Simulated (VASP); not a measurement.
# Ga (Cmce) in VASP: single point with PBE

Aim: the single point of Ga with PBE.

Everything below comes from runs of VASP 6.6.1. Logs are shortened: lines on timing, memory, paths and dates and some standing lists are left out, and cuts for length are marked.

## (1) The cell of the first run

The structure is orthorhombic, space group Cmce (No. 64). The conventional cell has a = 4.584 Å, b = 7.741 Å, c = 4.578 Å, α = 90.00°, β = 90.00°, γ = 90.00°. Ga (site symmetry m) has 7 Ga at 2.53 to 2.82 Å within 3.3 Å.

## (2) Single point, PBE

Contents of INCAR:

```
SYSTEM = Ga
PREC = Accurate
ENCUT = 520
EDIFF = 1E-6
ISMEAR = -1
SIGMA = 0.05
LREAL = .False.
LASPH = .True.
NELM = 60
ALGO = Normal
ISIF = 2
LWAVE = .False.
LCHARG = .True.
GGA = PE
LELF = .True.
LVHAR = .True.
NBANDS = 34
```

Contents of KPOINTS:

```
regular mesh
0
Gamma
  10 10 9
  0 0 0
```

Contents of POSCAR:

```
Ga
1.0
    2.2921382382     -3.8707449332      0.0000000000
    2.2921382382      3.8707449332      0.0000000000
    0.0000000000      0.0000000000      4.5779381000
Ga
4
Direct
    0.8437576516      0.1562423484      0.0825214100
    0.6562423484      0.3437576516      0.5825214100
    0.1562423484      0.8437576516      0.9174785900
    0.3437576516      0.6562423484      0.4174785900
```

Potentials or basis: VASP PAW PBE potentials, release 64 (Ga_d).

Started as:

```bash
> cat potpaw_PBE.64/Ga_d/POTCAR > POTCAR
> mpirun -np 1 vasp_std > vasp.out
```

OUTCAR:

```text
SYSTEM = Ga
   PREC = Accurate
   ENCUT = 520
   EDIFF = 1E-6
   ISMEAR = -1
   LREAL = .False.
   LASPH = .True.
   NELM = 60
   ISIF = 2
   GGA = PE

 ion  position               nearest neighbor table
   1  0.844  0.156  0.083-   3 2.53   2 2.71   2 2.71   4 2.76   4 2.76   3 2.82   3 2.82
   2  0.656  0.344  0.583-   4 2.53   1 2.71   1 2.71   3 2.76   3 2.76   4 2.82   4 2.82
   3  0.156  0.844  0.917-   1 2.53   4 2.71   4 2.71   2 2.76   2 2.76   1 2.82   1 2.82
   4  0.344  0.656  0.417-   2 2.53   3 2.71   3 2.71   1 2.76   1 2.76   2 2.82   2 2.82

  LATTYP: Found a base centered orthorhombic cell.
 ALAT       =     4.5842764764
 B/A-ratio  =     1.6887048384
 C/A-ratio  =     0.9986173660

  Lattice vectors:

 A1 = (   2.2921382382,  -3.8707449332,   0.0000000000)
 A2 = (   2.2921382382,   3.8707449332,   0.0000000000)
 A3 = (   0.0000000000,   0.0000000000,   4.5779381000)

Analysis of symmetry for initial positions (statically):
=====================================================================
 Subroutine PRICEL returns:
 Original cell was already a primitive cell.

 Routine SETGRP: Setting up the symmetry group for a
 base centered orthorhombic supercell.

 Subroutine GETGRP returns: Found  8 space group operations
 (whereof  4 operations were pure point group operations)
 out of a pool of  8 trial point group operations.

The static configuration has the point symmetry C_2h.
 The point group associated with its full space group is D_2h.

Analysis of symmetry for dynamics (positions and initial velocities):
=====================================================================
 Subroutine PRICEL returns:
 Original cell was already a primitive cell.

 Routine SETGRP: Setting up the symmetry group for a
 base centered orthorhombic supercell.

 Subroutine GETGRP returns: Found  8 space group operations
 (whereof  4 operations were pure point group operations)
 out of a pool of  8 trial point group operations.

The dynamic configuration has the point symmetry C_2h.
 The point group associated with its full space group is D_2h.

 Subroutine INISYM returns: Found  8 space group operations
 (whereof  4 operations are pure point group operations),
 and found     1 'primitive' translations

----------------------------------------------------------------------------------------

                                     Primitive cell

  volume of cell :      81.2335

  direct lattice vectors                    reciprocal lattice vectors
     2.292138238 -3.870744933  0.000000000     0.218136931 -0.129174102  0.000000000
     2.292138238  3.870744933  0.000000000     0.218136931  0.129174102  0.000000000
     0.000000000  0.000000000  4.577938100     0.000000000  0.000000000  0.218438952

  length of vectors
     4.498506868  4.498506868  4.577938100     0.253514633  0.253514633  0.218438952

  position of ions in fractional coordinates (direct lattice)
     0.843757652  0.156242348  0.082521410
     0.656242348  0.343757652  0.582521410
     0.156242348  0.843757652  0.917478590
     0.343757652  0.656242348  0.417478590

  ion indices of the primitive-cell ions
   primitive index   ion index
                 1           1
                 2           2
                 3           3
                 4           4

----------------------------------------------------------------------------------------

 KPOINTS: regular mesh

Automatic generation of k-mesh.
 Grid dimensions read from file:
 generate k-points for:   10   10    9

 Generating k-lattice:

  Cartesian coordinates                     Fractional coordinates (reciprocal lattice)
     0.021813693 -0.012917410  0.000000000     0.100000000 -0.000000000  0.000000000
     0.021813693  0.012917410  0.000000000    -0.000000000  0.100000000  0.000000000
     0.000000000  0.000000000  0.024270995     0.000000000  0.000000000  0.111111111

  Length of vectors
     0.025351463  0.025351463  0.024270995

  Shift w.r.t. Gamma in fractional coordinates (k-lattice)
     0.000000000  0.000000000  0.000000000

 Subroutine IBZKPT returns following result:
 ===========================================

 Found    155 irreducible k-points:

 Following reciprocal coordinates:
            Coordinates               Weight
  0.000000  0.000000  0.000000      1.000000
  0.100000  0.000000  0.000000      4.000000
  0.200000  0.000000  0.000000      4.000000
  0.300000  0.000000  0.000000      4.000000
  0.400000  0.000000  0.000000      4.000000
  0.500000  0.000000  0.000000      2.000000
[... 16 lines left out ...]
  0.300000  0.300000  0.000000      2.000000
  0.400000  0.300000  0.000000      4.000000
 [... further k-points ...]
   k-points           NKPTS =    155   k-points in BZ     NKDIM =    155   number of bands    NBANDS=     34
   number of dos      NEDOS =    301   number of ions     NIONS =      4
   total plane-waves  NPLWV =  46656
   dimension x,y,z NGX =    36 NGY =   36 NGZ =   36
   dimension x,y,z NGXF=    72 NGYF=   72 NGZF=   72
   ions per type =               4
   NGX,Y,Z   is equivalent  to a cutoff of  13.30, 13.30, 13.07 a.u.
   NGXF,Y,Z  is equivalent  to a cutoff of  26.61, 26.61, 26.15 a.u.
 SYSTEM =  Ga
   PREC   = accura    normal or accurate (medium, high low for compatibility)
   ISTART =      0    job   : 0-new  1-cont  2-samecut
   ICHARG =      2    charge: 1-file 2-atom 10-const
   ISPIN  =      1    spin polarized calculation?
   LNONCOLLINEAR =      F non collinear calculations
   LSORBIT =      F    spin-orbit coupling
   LASPH  =      T    aspherical Exc in radial PAW
   ENCUT  =  520.0 eV  38.22 Ry    6.18 a.u.   8.36  8.36  8.51*2*pi/ulx,y,z
   NELM   =     60;   NELMIN=  2; NELMDL= -5     # of ELM steps
   EDIFF  = 0.1E-05   stopping-criterion for ELM
   LREAL  =      F    real-space projection
   EDIFFG = 0.1E-04   stopping-criterion for IOM
   NSW    =      0    number of steps for IOM
   IBRION =     -1    ionic relax: 0-MD 1-quasi-New 2-CG
   NFREE  =      0    steps in history (QN), initial steepest desc. (CG)
   ISIF   =      2    stress and relaxation
   ISYM   =      2    0-nonsym 1-usesym 2-fastsym
   POTIM  = 0.5000    time-step for ionic-motion
   TEBEG  =    0.0;   TEEND  =   0.0 temperature during run
   PSTRESS=    0.0 pullay stress
   NELECT =      52.0000    total number of electrons
   NUPDOWN=      -1.0000    fix difference up-down
   EMIN   =  10.00;   EMAX   =-10.00  energy-range for DOS
   EFERMI =   0.00;   METHOD = LEGACY
   ISMEAR =    -1;   SIGMA  =   0.05  broadening in eV -4-tet -1-fermi 0-gaus
   EFERMI_NEDOS =   21; number of points for ismear=-14 and -15
   IALGO  =     38    algorithm
   IMIX   =      4    mixing-type and parameters
     AMIX     =   0.40;   BMIX     =  1.00
     AMIX_MAG =   1.60;   BMIX_MAG =  1.00
  volume/ion in A,a.u.               =      20.31       137.05
  Fermi-wavevector in a.u.,A,eV,Ry     =   1.410904  2.666222 27.084446  1.990651
  Thomas-Fermi vector in A             =   2.532810
   LORBIT       =      0    0 simple, 1 ext, 2 COOP (PROOUT), +10 PAW based schemes
   GGA     = PE    functional components
   LHFCALC =     F    Hartree Fock is set to
   AEXX    =    0.0000 exact exchange contribution
   IVDW    =     0    specifies the selected vdW correction
   LEPSILON=     F    determine dielectric tensor
   LRPA    =     F    only Hartree local field effects (RPA)
 non-spin polarized calculation
  energy-cutoff  :      520.00
  volume of cell :       81.23
 maximum number of plane-waves:      2212
 NGX is ok and might be reduce to    36
   NGX = 17   NGY = 17   NGZ = 17

 number of electron      52.0000013 magnetization

 Free energy of the ion-electron system (eV)
  ---------------------------------------------------
  ext. energy  EPLUGINS =         0.00000000
  ---------------------------------------------------
  free energy    TOTEN  =       -11.62873260 eV

  energy without entropy =      -11.62067600  energy(sigma->0) =      -11.62470430

 E-fermi :   4.6925     XC(G=0): -10.4703

 val. band max:        4.6743610504   @ k =   0.1000   0.0000   0.0000
 cond. band min:       4.7124274980   @ k =   0.2000   0.2000   0.0000
 fundamental gap:      0.0380664476
 Fermi energy:         4.6925148680

 k-point     1 :       0.0000    0.0000    0.0000
  band No.  band energies     occupation
      1     -10.3764      2.00000
      2     -10.3703      2.00000
      3     -10.3423      2.00000
      4     -10.3268      2.00000
      5     -10.3063      2.00000
      6     -10.2858      2.00000
[... 26 lines left out ...]
     33      11.3852      0.00000
     34      11.9788      0.00000

 k-point     2 :       0.1000    0.0000    0.0000
  band No.  band energies     occupation
      1     -10.3779      2.00000
      2     -10.3664      2.00000
      3     -10.3448      2.00000
      4     -10.3307      2.00000
      5     -10.3003      2.00000
      6     -10.2831      2.00000
[... 26 lines left out ...]
     33      11.5181      0.00000
     34      11.9089      0.00000

 k-point     3 :       0.2000    0.0000    0.0000
  band No.  band energies     occupation
      1     -10.3788      2.00000
      2     -10.3558      2.00000
      3     -10.3522      2.00000
      4     -10.3390      2.00000
      5     -10.2936      2.00000
      6     -10.2679      2.00000
[... 26 lines left out ...]
     33      10.9186      0.00000
     34      11.6760      0.00000

 k-point     4 :       0.3000    0.0000    0.0000
  band No.  band energies     occupation
      1     -10.3768      2.00000
      2     -10.3575      2.00000
      3     -10.3527      2.00000
      4     -10.3357      2.00000
      5     -10.2957      2.00000
      6     -10.2825      2.00000
[... 26 lines left out ...]
     33      10.5388      0.00000
     34      11.8136      0.00000

 k-point     5 :       0.4000    0.0000    0.0000
  band No.  band energies     occupation
      1     -10.3758      2.00000
      2     -10.3620      2.00000
      3     -10.3491      2.00000
      4     -10.3232      2.00000
      5     -10.3051      2.00000
      6     -10.3011      2.00000
[... 621 lines left out ...]
 k-point    22 :      -0.2000    0.2000    0.0000
  band No.  band energies     occupation
      1     -10.3877      2.00000
      2     -10.3718      2.00000
      3     -10.3408      2.00000
      4     -10.3258      2.00000
      5     -10.3107      2.00000
      6     -10.2956      2.00000
[... 26 lines left out ...]
     33      10.0961      0.00000
     34      10.4803      0.00000

 k-point    23 :       0.3000    0.3000    0.0000
  band No.  band energies     occupation
      1     -10.4157      2.00000
      2     -10.3720      2.00000
      3     -10.3577      2.00000
      4     -10.3149      2.00000
      5     -10.3148      2.00000
      6     -10.2474      2.00000
[... 26 lines left out ...]
     33      13.4533      0.00000
     34      13.5680      0.00000

 k-point    24 :       0.4000    0.3000    0.0000
  band No.  band energies     occupation
      1     -10.4198      2.00000
      2     -10.3830      2.00000
      3     -10.3588      2.00000
      4     -10.3100      2.00000
      5     -10.2938      2.00000
      6     -10.2751      2.00000
[... 26 lines left out ...]
     33      13.4150      0.00000
     34      13.7361      0.00000

 [... further k-points ...]
[... 5 lines left out ...]
  --------------------------------------------------------------------------------------
  -------------------------------------------------------------------------------------
  Total        0.0857961      0.1010876      0.0956253      0.0000000      0.0000000      0.0000000
  in kB        1.6921655      1.9937621      1.8860277      0.0000000      0.0000000      0.0000000
  external PRESSURE =       1.8573184 kB  Pullay stress =       0.0000000 kB

 VOLUME and BASIS-vectors are now :
 -----------------------------------------------------------------------------
  energy-cutoff  :      520.00
  volume of cell :       81.23
      direct lattice vectors                 reciprocal lattice vectors
     2.292138238 -3.870744933  0.000000000     0.218136931 -0.129174102  0.000000000
     2.292138238  3.870744933  0.000000000     0.218136931  0.129174102  0.000000000
     0.000000000  0.000000000  4.577938100     0.000000000  0.000000000  0.218438952

 POSITION                                       TOTAL-FORCE (eV/Angst)
 -----------------------------------------------------------------------------------
      2.29214     -2.66120      0.37778         0.000000      0.003904      0.000133
      2.29214     -1.20955      2.66675         0.000000     -0.003904      0.000133
      2.29214      2.66120      4.20016         0.000000     -0.003904     -0.000133
      2.29214      1.20955      1.91119         0.000000      0.003904     -0.000133
 -----------------------------------------------------------------------------------
    total drift:                               -0.000000     -0.000000      0.000000

  FREE ENERGIE OF THE ION-ELECTRON SYSTEM (eV)
  ---------------------------------------------------
  free  energy   TOTEN  =       -11.6287325961 eV

  energy  without entropy=      -11.6206759975  energy(sigma->0) =      -11.62470430
```

Run time: 4.3 min. Hardware: 1 thread of Intel Xeon Platinum 8375C at 2.90GHz (Ice Lake), shared host; peak memory 0.41 GiB.

What came out:

```yaml
Free_energy: -11.6287 eV
Pressure: 0.2 GPa
Largest_force: 0.004 eV/Å
Band_gap_on_the_k_mesh: zero (bands 26 and 27 overlap by 0.98 eV)
```

Forces in eV/Å, atoms in the order of the input:
```
Ga   0.000  0.004  0.000
Ga   0.000 -0.004  0.000
Ga   0.000 -0.004  0.000
Ga   0.000  0.004  0.000
```
